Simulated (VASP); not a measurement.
Wanted: the native input for a VASP 6.6.1 run.

| Property | Result |
| --- | --- |
| Task | single point |
| Functional | r2SCAN |
| Potentials or basis | VASP PAW PBE potentials, release 64 (Cu, I) |
| Cutoff | 520 eV |
| k mesh | 4 × 4 × 6 |
| Occupations | gaussian, width 0.01 eV |
| Spin | no spin polarisation |
| Dipole correction | no |
| Further INCAR settings | ALGO = Normal; EDIFF = 1e-06; NBANDS = 26 |

The system is CuI.

```xyz
4
Lattice="3.7081 -3.6862 0.0000 3.7081 3.6862 0.0000 0.0000 0.0000 4.2781" Properties=species:S:1:pos:R:3 pbc="T T T"
Cu    3.7081    0.5866    3.2086
Cu    3.7081   -0.5866    1.0695
I     3.7081   -1.9909    3.2086
I     3.7081    1.9909    1.0695
```

The input as run:

POSCAR

```
CuI
1.0
    3.7081124263     -3.6861786321      0.0000000000
    3.7081124263      3.6861786321      0.0000000000
    0.0000000000      0.0000000000      4.2780911022
Cu I
2 2
Direct
    0.4204390000      0.5795610000      0.7500000000
    0.5795610000      0.4204390000      0.2500000000
    0.7700430000      0.2299570000      0.7500000000
    0.2299570000      0.7700430000      0.2500000000
```

INCAR.step1

```
  PREC = Accurate
  ENCUT = 520
  ISMEAR = 0
  SIGMA = 0.01
  LREAL = False
  LASPH = True
  NELM = 80
  NBANDS = 26
  GGA = PE
  ALGO = Normal
  EDIFF = 1E-4
  LWAVE = True
  LCHARG = False
```

INCAR.step2

```
  PREC = Accurate
  ENCUT = 520
  EDIFF = 1E-6
  ISMEAR = 0
  SIGMA = 0.01
  LREAL = False
  LASPH = True
  NELM = 80
  ALGO = Normal
  ISIF = 2
  LWAVE = False
  LCHARG = False
  METAGGA = R2SCAN
  LMIXTAU = True
  NBANDS = 26
  ISTART = 1
```

KPOINTS

```
Automatic mesh
0
Gamma
  4 4 6
```

Potentials or basis: VASP PAW PBE potentials, release 64 (Cu, I).

Launch:

```bash
$ cat potpaw_PBE.64/Cu/POTCAR potpaw_PBE.64/I/POTCAR > POTCAR
$ cp INCAR.step1 INCAR
$ mpirun -np 1 vasp_std > vasp.out
$ cp INCAR.step2 INCAR
$ mpirun -np 1 vasp_std > vasp.out
```

Results of the run:

The pressure is 1.0 GPa, the largest force is 0.164 eV/Å and the band gap on the k mesh is 1.44 eV, direct.

Caveat: the PAW data sets were made with another functional, which shifts forces and pressure a little; spin-orbit coupling is left out, which moves the levels of the heavy elements.

Run time: 3.7 min on 1 thread of Intel(R) Xeon(R) Platinum 8375C CPU @ 2.90GHz (Ice Lake) (shared host), peak memory 0.27 GiB.
